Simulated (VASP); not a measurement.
Here is a VASP 6.6.1 calculation.

Contents of INCAR:

```
SYSTEM = MoOs
PREC     = Accurate       ! precision mode
ENCUT    = 520            ! plane-wave cutoff, eV
EDIFF    = 1E-6           ! SCF threshold, eV
ISMEAR   = 0              ! smearing method
SIGMA    = 0.15           ! smearing width, eV
LREAL    = .False.        ! projectors in reciprocal space
LASPH    = .True.         ! aspherical terms in the spheres
NELM     = 100            ! most SCF steps
ALGO     = Fast           ! electronic algorithm
ISIF     = 2              ! what is computed and relaxed
LWAVE    = .False.        ! write WAVECAR
LCHARG   = .True.         ! write CHGCAR
GGA      = CA             ! functional
LELF     = .True.         ! ELF
LVHAR    = .True.       
NBANDS   = 18             ! bands
```

Contents of KPOINTS:

```
regular mesh
0
Gamma
  21 21 12
  0 0 0
```

Contents of POSCAR:

```
MoOs
1.0
    2.8601559164      0.0000000000      0.0000000000
   -1.4300779582      2.4769676824      0.0000000000
    0.0000000000      0.0000000000      4.2633541413
Mo Os
1 1
Direct
    0.6666666667      0.3333333333      0.5000000000
    0.3333333333      0.6666666667      0.0000000000
```

Potentials or basis: VASP PAW LDA potentials, release 64 (Mo_sv, Os).

The run is started by

```sh
$ cat potpaw_LDA.64/Mo_sv/POTCAR potpaw_LDA.64/Os/POTCAR > POTCAR
$ mpirun -np 1 vasp_std > vasp.out
```

Question: Predict the band gap on the k mesh.

Answer: Zero (bands 11 and 12 overlap by 2.60 eV).

Question: Predict the pressure.

Answer: -12.9 GPa.

Stress tensor (GPa, compression positive):
```
-21.20   0.00   0.00
  0.00 -21.20   0.00
  0.00   0.00   3.62
```

Caveat: the cell stands under tension; spin-orbit coupling is left out, which moves the levels of the heavy elements.
